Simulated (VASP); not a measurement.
Wanted: the native input for a VASP 6.6.1 run.

```yaml
Task: single point
Functional: PBEsol
Potentials_or_basis: VASP PAW PBE potentials, release 64 (Ti_sv, B)
Cutoff: 520 eV
k_mesh: 22 × 22 × 22
Occupations: gaussian, width 0.15 eV
Spin: no spin polarisation
Dipole_correction: no
Further_INCAR_settings: ALGO = Fast; EDIFF = 1e-07; NBANDS = 14
```

The structure of TiB lies in POSCAR:

```
TiB
1.0
    0.0000000000      1.9771166967      2.3725400360
    1.9771166967      0.0000000000      2.3725400360
    1.9771166967      1.9771166967      0.0000000000
Ti B
1 1
Direct
    0.7500000000      0.7500000000      0.7500000000
    0.0000000000      0.0000000000      0.0000000000
```

This cell differs from its parent crystal: ratio of the length along z to the lengths across it x 1.2, volume and fractional coordinates fixed.

The input as run:

INCAR

```
SYSTEM = TiB
  PREC = Accurate
  ENCUT = 520
  EDIFF = 1E-7
  ISMEAR = 0
  SIGMA = 0.15
  LREAL = .FALSE.
  LASPH = .TRUE.
  NELM = 100
  ALGO = Fast
  ISIF = 2
  LWAVE = .FALSE.
  LCHARG = .FALSE.
  GGA = PS
  NBANDS = 14
```

KPOINTS

```
regular mesh
0
G
  22 22 22
  0 0 0
```

Potentials or basis: VASP PAW PBE potentials, release 64 (Ti_sv, B).

Launch:

```console
$ cat potpaw_PBE.64/Ti_sv/POTCAR potpaw_PBE.64/B/POTCAR > POTCAR
$ mpirun -np 1 vasp_std > vasp.out
```

Results of the run:

* Pressure: 108.0 GPa
* Band gap on the k mesh: zero (an odd number of electrons rules out a gap without spin polarisation)

Caveat: the cell stands under pressure; the PAW data sets were made with another functional, which shifts forces and pressure a little.

It took 2 min on 1 thread of Intel(R) Xeon(R) 6975P-C (Granite Rapids), with other jobs on the host, peak memory 0.33 GiB.
